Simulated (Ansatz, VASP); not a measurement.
One calculation of Ta2N, two programs

```
Ta N
1.0
     3.02361    0.00000    0.00000
    -1.51181    2.61852    0.00000
     0.00000    0.00000    4.63780
Ta N
2 1
Direct
  0.66667 0.33333 0.74491
  0.33333 0.66667 0.25509
  0.00000 0.00000 0.00000
```

Change from the starting cell: strain -0.025 along x and y, -0.050 along z, atoms carried along.

Alike in both runs: task single point; functional PBE; k mesh 18 × 18 × 10; occupations gaussian, width 0.15 eV; no spin polarisation.

|  | VASP | Ansatz |
| --- | --- | --- |
| version | VASP 6.6.1 | Ansatz 0.2.0 |
| potentials or method | VASP PAW PBE potentials, release 64 (Ta_pv, N), cutoff 520 eV | scalar-relativistic, plane waves, PAW |
| valence electrons in the cell | 27 | 31 |

```csv
,VASP,Ansatz,Ansatz less VASP
gap on the k mesh at the Fermi level (eV),none,none,-
pressure (GPa),36.7,35.9,-0.80
"traceless stress, the component that is largest in VASP (GPa)",4.83,4.89,+0.066
rms of the force components (eV/Å),0.231,0.199,-0.0320
```

Atom by atom the forces differ by 0.032 eV/Å (rms over components). A gap of «none» marks a metal or a gap that the smearing closes. Both programs put the cell under a high pressure, so it lies far from rest at this level. VASP's potentials hold 27 valence electrons a cell and Ansatz's 31, so a difference there can come from the potentials and not from the codes.

Neither program's run includes spin-orbit coupling.
